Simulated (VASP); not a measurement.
## Ir2Rh: single point with PBE

Ir2Rh:

```xyz
3
Lattice="2.6995 0.0000 0.0000 -1.3497 2.3378 0.0000 0.0000 0.0000 6.6119" Properties=species:S:1:pos:R:3 pbc="T T T"
Ir    0.0000    1.5586    4.4074
Ir    1.3497    0.7793    2.2046
Rh    0.0000    0.0000    0.0000
```

```
Program                : VASP 6.6.1
Task                   : single point
Functional             : PBE
Potentials or basis    : VASP PAW PBE potentials, release 64 (Ir, Rh_pv)
Cutoff                 : 520 eV
k mesh                 : 18 × 18 × 8
Occupations            : gaussian, width 0.1 eV
Spin                   : no spin polarisation
Dipole correction      : no
Further INCAR settings : ALGO = Fast; EDIFF = 1e-06; NBANDS = 24
```

```json
{
 "Pressure": "10.9 GPa",
 "Largest force": "0.040 eV/Å",
 "Band gap on the k mesh": "zero (an odd number of electrons rules out a gap without spin polarisation)"
}
```

Forces in eV/Å, atoms in the order of the input:
```
Ir   0.000  0.000  0.040
Ir   0.000  0.000 -0.040
Rh   0.000  0.000  0.000
```

Levels at points of the mesh, in eV from the Fermi level:
```
           k point  band 14  band 15  band 16  band 17  band 18  band 19
(0.00, 0.00, 0.00)    -3.02    -2.98    -1.14    -1.14    -0.37    -0.37
(0.50, 0.00, 0.00)     0.47     0.86     1.11     1.28     1.45     2.20
(0.00, 0.00, 0.50)    -3.01    -1.31    -1.31    -1.23    -1.23    -0.26
(0.50, 0.00, 0.50)    -0.48    -0.27     0.50     0.77     1.14     1.31
```

Run time: 2.1 min on 1 thread of Intel(R) Xeon(R) 6975P-C (Granite Rapids), with other jobs on the host, peak memory 0.35 GiB.

Caveat: the cell stands under pressure; spin-orbit coupling is left out, which moves the levels of the heavy elements.
